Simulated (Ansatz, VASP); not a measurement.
**One calculation of Ga, two programs**

Contents of INCAR:

```
SYSTEM = Ga
ALGO = Normal
EDIFF = 1E-6
ENCUT = 520
GGA = PS
ISIF = 2
ISMEAR = -1
LASPH = .TRUE.
LCHARG = .FALSE.
LREAL = .FALSE.
LWAVE = .FALSE.
NBANDS = 26
NELM = 60
PREC = Accurate
SIGMA = 0.1
```

File KPOINTS:

```
k-points
0
G
  9 9 12
  0 0 0
```

The input POSCAR:

```
Ga
1.0
    4.5455081281      0.0000000000      0.0000000000
   -2.2727540641      3.9365255120      0.0000000000
    0.0000000000      0.0000000000      2.9069365954
Ga
3
Direct
    1.0000000000      1.0000000000      0.0000000000
    0.3333333333      0.6666666667      0.5000000000
    0.6666666667      0.3333333333      0.5000000000
```

Input for Ansatz:

```yaml
crystal:
  lattice:
    - [4.5455081281, 0.0, 0.0]
    - [-2.2727540641, 3.936525512, 0.0]
    - [0.0, 0.0, 2.9069365954]
  atoms:
    - { symbol: Ga, position: [1.0, 1.0, 0.0] }
    - { symbol: Ga, position: [0.3333333333, 0.6666666667, 0.5] }
    - { symbol: Ga, position: [0.6666666667, 0.3333333333, 0.5] }
hamiltonian:
  xc: pbesol
  pseudopotentials:
    kind: paw
    azcp:
      Ga: "pseudopotentials/Ga.paw.azcp"
basis:
  ecutwfc: 420
  fft_grid_basis: typed
kpoints:
  mp_grid: { grid: [9, 9, 12], shift: [0, 0, 0] }
magnetization:
  spin_polarized: false
scf:
  occupations: { method: fermi_dirac, width: 0.1 }
  lower_state_search: "off"
output:
  stress: true
```

Alike in both runs: task single point; functional PBEsol; k mesh 9 × 9 × 12; occupations fermi-dirac, width 0.1 eV; no spin polarisation.

|  | VASP | Ansatz |
| --- | --- | --- |
| version | VASP 6.6.1 | Ansatz 0.2.0 |
| potentials or method | VASP PAW PBE potentials, release 64 (Ga_d), cutoff 520 eV | plane waves (420 eV) with PAW, scalar-relativistic |
| valence electrons in the cell | 39 | 39 |

```tsv
	VASP	Ansatz	Ansatz less VASP
pressure (GPa)	2.8	2.7	-0.13
traceless stress, the component that is largest in VASP (GPa)	-0.69	-0.68	+0.004
```

VASP's potentials were made for PBE, not for PBEsol, and Ansatz warns of the same on its side.
